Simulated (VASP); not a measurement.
# Ru (P4/mmm) in VASP: single point with LDA

Aim: the single point of Ru with LDA.

Program: VASP 6.6.1. These are calculated values, not measurements. Logs are shortened: lines on timing, memory, paths and dates and some standing lists are left out, and cuts for length are marked.

### 1 The cell of the first run

The structure is tetragonal, space group P4/mmm (No. 123). The conventional cell has a = 2.924 Å, b = 2.924 Å, c = 4.708 Å, α = 90.00°, β = 90.00°, γ = 90.00°. Within 3.9 Å of Ru (site symmetry 4/mmm) lie 4 Ru at 2.92 Å.

### 2 Single point, LDA

INCAR reads:

```
  PREC = Accurate
  ENCUT = 500
  EDIFF = 1E-6
  ISMEAR = -1
  SIGMA = 0.05
  LREAL = F
  LASPH = T
  NELM = 120
  ALGO = Normal
  ISIF = 2
  LWAVE = F
  LCHARG = T
  LELF = T
  LVHAR = T
  NBANDS = 21
  GGA_COMPAT = F
```

KPOINTS reads:

```
Automatic mesh
0
Gamma
  8 8 8
```

POSCAR reads:

```
Ru
1.0
   -2.0678500000      2.0678500000      4.7084500000
    2.0678500000     -2.0678500000      4.7084500000
    2.0678500000      2.0678500000     -4.7084500000
Ru
2
Direct
    0.7500000000      0.2500000000      0.5000000000
    0.2500000000      0.7500000000      0.5000000000
```

Potentials or basis: VASP PAW LDA potentials, release 64 (Ru_pv).

Command:

```sh
> cat potpaw_LDA.64/Ru_pv/POTCAR > POTCAR
> mpirun -np 1 vasp_std > vasp.out
```

OUTCAR:

```text
PREC = Accurate
   ENCUT = 500
   EDIFF = 1E-6
   ISMEAR = -1
   LREAL = F
   LASPH = T
   NELM = 120
   ISIF = 2

 ion  position               nearest neighbor table
   1  0.750  0.250  0.500-   2 2.92   2 2.92   2 2.92   2 2.92
   2  0.250  0.750  0.500-   1 2.92   1 2.92   1 2.92   1 2.92

  LATTYP: Found a body centered tetragonal cell.
 ALAT       =     4.1357000000
 C/A-ratio  =     2.2769785042

  Lattice vectors:

 A1 = (  -2.0678500000,   2.0678500000,   4.7084500000)
 A2 = (   2.0678500000,  -2.0678500000,   4.7084500000)
 A3 = (   2.0678500000,   2.0678500000,  -4.7084500000)

Analysis of symmetry for initial positions (statically):
=====================================================================
 Subroutine PRICEL returns following result:

  LATTYP: Found a simple tetragonal cell.
 ALAT       =     2.9243815150
 C/A-ratio  =     1.6100669410

  Lattice vectors:

 A1 = (  -2.0678500000,   2.0678500000,   0.0000000000)
 A2 = (   2.0678500000,   2.0678500000,   0.0000000000)
 A3 = (   0.0000000000,   0.0000000000,  -4.7084500000)

   2 primitive cells build up your supercell.

 Routine SETGRP: Setting up the symmetry group for a
 body centered tetragonal supercell.

 Subroutine GETGRP returns: Found 16 space group operations
 (whereof 16 operations were pure point group operations)
 out of a pool of 16 trial point group operations.

The static configuration has the point symmetry D_4h.

Analysis of symmetry for dynamics (positions and initial velocities):
=====================================================================
 Subroutine PRICEL returns following result:

  LATTYP: Found a simple tetragonal cell.
 ALAT       =     2.9243815150
 C/A-ratio  =     1.6100669410

  Lattice vectors:

 A1 = (  -2.0678500000,   2.0678500000,   0.0000000000)
 A2 = (   2.0678500000,   2.0678500000,   0.0000000000)
 A3 = (   0.0000000000,   0.0000000000,  -4.7084500000)

   2 primitive cells build up your supercell.

 Routine SETGRP: Setting up the symmetry group for a
 body centered tetragonal supercell.

 Subroutine GETGRP returns: Found 16 space group operations
 (whereof 16 operations were pure point group operations)
 out of a pool of 16 trial point group operations.

The dynamic configuration has the point symmetry D_4h.

 Subroutine INISYM returns: Found 16 space group operations
 (whereof 16 operations are pure point group operations),
 and found     2 'primitive' translations

----------------------------------------------------------------------------------------

                                     Primitive cell

  volume of cell :      40.2667

  direct lattice vectors                    reciprocal lattice vectors
    -2.067850000  2.067850000  0.000000000    -0.241797036  0.241797036  0.000000000
     2.067850000  2.067850000  0.000000000     0.241797036  0.241797036  0.000000000
     0.000000000  0.000000000 -4.708450000     0.000000000  0.000000000 -0.212384118

  length of vectors
     2.924381515  2.924381515  4.708450000     0.341952647  0.341952647  0.212384118

  position of ions in fractional coordinates (direct lattice)
     0.500000000  0.500000000  0.500000000

  ion indices of the primitive-cell ions
   primitive index   ion index
                 1           1

----------------------------------------------------------------------------------------

 KPOINTS: Automatic mesh

Automatic generation of k-mesh.
 Grid dimensions read from file:
 generate k-points for:    8    8    8

 Generating k-lattice:

  Cartesian coordinates                     Fractional coordinates (reciprocal lattice)
     0.000000000  0.030224629  0.013274007     0.125000000  0.000000000 -0.000000000
     0.030224629  0.000000000  0.013274007     0.000000000  0.125000000 -0.000000000
     0.030224629  0.030224629  0.000000000     0.000000000  0.000000000  0.125000000

  Length of vectors
     0.033011021  0.033011021  0.042744081

  Shift w.r.t. Gamma in fractional coordinates (k-lattice)
     0.000000000  0.000000000  0.000000000

 Subroutine IBZKPT returns following result:
 ===========================================

 Found     59 irreducible k-points:

 Following reciprocal coordinates:
            Coordinates               Weight
  0.000000  0.000000  0.000000      1.000000
  0.125000  0.000000 -0.000000      8.000000
  0.250000  0.000000 -0.000000      8.000000
  0.375000  0.000000  0.000000      8.000000
  0.500000  0.000000 -0.000000      4.000000
  0.125000  0.125000 -0.000000      8.000000
[... 16 lines left out ...]
  0.250000  0.125000  0.125000     16.000000
  0.375000  0.125000  0.125000      8.000000
 [... further k-points ...]
   k-points           NKPTS =     59   k-points in BZ     NKDIM =     59   number of bands    NBANDS=     21
   number of dos      NEDOS =    301   number of ions     NIONS =      2
   total plane-waves  NPLWV =  64000
   dimension x,y,z NGX =    40 NGY =   40 NGZ =   40
   dimension x,y,z NGXF=    80 NGYF=   80 NGZF=   80
   ions per type =               2
   NGX,Y,Z   is equivalent  to a cutoff of  12.00, 12.00, 12.00 a.u.
   NGXF,Y,Z  is equivalent  to a cutoff of  23.99, 23.99, 23.99 a.u.
 SYSTEM =  unknown system
   PREC   = accura    normal or accurate (medium, high low for compatibility)
   ISTART =      0    job   : 0-new  1-cont  2-samecut
   ICHARG =      2    charge: 1-file 2-atom 10-const
   ISPIN  =      1    spin polarized calculation?
   LNONCOLLINEAR =      F non collinear calculations
   LSORBIT =      F    spin-orbit coupling
   LASPH  =      T    aspherical Exc in radial PAW
   ENCUT  =  500.0 eV  36.75 Ry    6.06 a.u.  10.11 10.11 10.11*2*pi/ulx,y,z
   NELM   =    120;   NELMIN=  2; NELMDL= -5     # of ELM steps
   EDIFF  = 0.1E-05   stopping-criterion for ELM
   LREAL  =      F    real-space projection
   EDIFFG = 0.1E-04   stopping-criterion for IOM
   NSW    =      0    number of steps for IOM
   IBRION =     -1    ionic relax: 0-MD 1-quasi-New 2-CG
   NFREE  =      0    steps in history (QN), initial steepest desc. (CG)
   ISIF   =      2    stress and relaxation
   ISYM   =      2    0-nonsym 1-usesym 2-fastsym
   POTIM  = 0.5000    time-step for ionic-motion
   TEBEG  =    0.0;   TEEND  =   0.0 temperature during run
   PSTRESS=    0.0 pullay stress
   NELECT =      28.0000    total number of electrons
   NUPDOWN=      -1.0000    fix difference up-down
   EMIN   =  10.00;   EMAX   =-10.00  energy-range for DOS
   EFERMI =   0.00;   METHOD = LEGACY
   ISMEAR =    -1;   SIGMA  =   0.05  broadening in eV -4-tet -1-fermi 0-gaus
   EFERMI_NEDOS =   21; number of points for ismear=-14 and -15
   IALGO  =     38    algorithm
   IMIX   =      4    mixing-type and parameters
     AMIX     =   0.40;   BMIX     =  1.00
     AMIX_MAG =   1.60;   BMIX_MAG =  1.00
  volume/ion in A,a.u.               =      40.27       271.73
  Fermi-wavevector in a.u.,A,eV,Ry     =   1.151159  2.175376 18.030008  1.325168
  Thomas-Fermi vector in A             =   2.287819
   LORBIT       =      0    0 simple, 1 ext, 2 COOP (PROOUT), +10 PAW based schemes
   GGA     = CA    functional components
   LHFCALC =     F    Hartree Fock is set to
   AEXX    =    0.0000 exact exchange contribution
   IVDW    =     0    specifies the selected vdW correction
   LEPSILON=     F    determine dielectric tensor
   LRPA    =     F    only Hartree local field effects (RPA)
 non-spin polarized calculation
  energy-cutoff  :      500.00
  volume of cell :       80.53
 maximum number of plane-waves:      2074
   NGX = 21   NGY = 21   NGZ = 21

 number of electron      28.0000002 magnetization

 Free energy of the ion-electron system (eV)
  ---------------------------------------------------
  ext. energy  EPLUGINS =         0.00000000
  ---------------------------------------------------
  free energy    TOTEN  =       -11.62879762 eV

  energy without entropy =      -11.55974474  energy(sigma->0) =      -11.59427118

 E-fermi :   0.6289     XC(G=0):  -8.3050

 val. band max:        0.6229916090   @ k =   0.3750   0.2500  -0.0000
 cond. band min:       0.6400140899   @ k =   0.3750   0.1250  -0.0000
 fundamental gap:      0.0170224809
 Fermi energy:         0.6289450133

 k-point     1 :       0.0000    0.0000    0.0000
  band No.  band energies     occupation
      1     -41.3141      2.00000
      2     -41.3141      2.00000
      3     -41.1073      2.00000
      4     -41.1073      2.00000
      5     -41.0707      2.00000
      6     -41.0278      2.00000
[... 13 lines left out ...]
     20       7.1694      0.00000
     21       8.6144      0.00000

 k-point     2 :       0.1250    0.0000   -0.0000
  band No.  band energies     occupation
      1     -41.3067      2.00000
      2     -41.3062      2.00000
      3     -41.1158      2.00000
      4     -41.1153      2.00000
      5     -41.0690      2.00000
      6     -41.0294      2.00000
[... 13 lines left out ...]
     20       7.6227      0.00000
     21       8.9180      0.00000

 k-point     3 :       0.2500    0.0000   -0.0000
  band No.  band energies     occupation
      1     -41.2857      2.00000
      2     -41.2840      2.00000
      3     -41.1396      2.00000
      4     -41.1379      2.00000
      5     -41.0643      2.00000
      6     -41.0340      2.00000
[... 13 lines left out ...]
     20       7.9170      0.00000
     21       8.6634      0.00000
[... 457 lines left out ...]
 k-point    23 :       0.2500    0.1250    0.1250
  band No.  band energies     occupation
      1     -41.3223      2.00000
      2     -41.2670      2.00000
      3     -41.1596      2.00000
      4     -41.1031      2.00000
      5     -41.0548      2.00000
      6     -41.0432      2.00000
[... 13 lines left out ...]
     20       6.3740      0.00000
     21       7.3886      0.00000

 k-point    24 :       0.3750    0.1250    0.1250
  band No.  band energies     occupation
      1     -41.3016      2.00000
      2     -41.3016      2.00000
      3     -41.1248      2.00000
      4     -41.1248      2.00000
      5     -41.0489      2.00000
      6     -41.0489      2.00000
[... 13 lines left out ...]
     20       6.4198      0.00000
     21       7.6313      0.00000

 [... further k-points ...]

------------------------ aborting loop because EDIFF is reached ----------------------------------------

  FORCE on cell =-STRESS in cart. coord.  units (eV):
  Direction    XX          YY          ZZ          XY          YZ          ZX
  --------------------------------------------------------------------------------------
  -------------------------------------------------------------------------------------
  Total      -14.7009975    -14.7009975     -1.8636279      0.0000000     -0.0000000      0.0000000
  in kB     -292.4700277   -292.4700277    -37.0760756      0.0000000     -0.0000000      0.0000000
  external PRESSURE =    -207.3387103 kB  Pullay stress =       0.0000000 kB

 VOLUME and BASIS-vectors are now :
 -----------------------------------------------------------------------------
  energy-cutoff  :      500.00
  volume of cell :       80.53
      direct lattice vectors                 reciprocal lattice vectors
    -2.067850000  2.067850000  4.708450000     0.000000000  0.241797036  0.106192059
     2.067850000 -2.067850000  4.708450000     0.241797036  0.000000000  0.106192059
     2.067850000  2.067850000 -4.708450000     0.241797036  0.241797036  0.000000000

 POSITION                                       TOTAL-FORCE (eV/Angst)
 -----------------------------------------------------------------------------------
      0.00000      2.06785      2.35423        -0.000000      0.000000      0.000000
      2.06785      0.00000      2.35423         0.000000     -0.000000     -0.000000
 -----------------------------------------------------------------------------------
    total drift:                                0.000000      0.000000     -0.000000

  FREE ENERGIE OF THE ION-ELECTRON SYSTEM (eV)
  ---------------------------------------------------
  free  energy   TOTEN  =       -11.6287976172 eV

  energy  without entropy=      -11.5597447350  energy(sigma->0) =      -11.59427118
```

Wall time 2.6 min (1 thread of Intel Xeon 8259CL, shared host); peak memory 0.24 GiB.

What came out:

| Property | Result |
| --- | --- |
| Free energy | -11.6288 eV |
| Pressure | -20.7 GPa |
| Band gap on the k mesh | zero (bands 14 and 15 overlap by 0.75 eV) |

Stress tensor (GPa, compression positive):
```
-29.25   0.00   0.00
  0.00 -29.25   0.00
  0.00   0.00  -3.71
```

Levels at points of the mesh, in eV from the Fermi level:
| k point | band 12 | band 13 | band 14 | band 15 | band 16 | band 17 |
| --- | --- | --- | --- | --- | --- | --- |
| (0.00, 0.00, 0.00) | -1.14 | 0.34 | 0.37 | 0.37 | 0.90 | 1.87 |
| (0.50, 0.00, 0.00) | -0.85 | -0.41 | -0.41 | -0.38 | -0.38 | 0.52 |
| (0.50, 0.50, 0.00) | -0.27 | -0.27 | 0.16 | 0.52 | 0.54 | 1.88 |
| (0.50, 0.50, 0.50) | -0.23 | 0.11 | 0.34 | 0.34 | 0.90 | 0.96 |

Caveat: the stress differs along the axes, from -29 to -4 GPa.
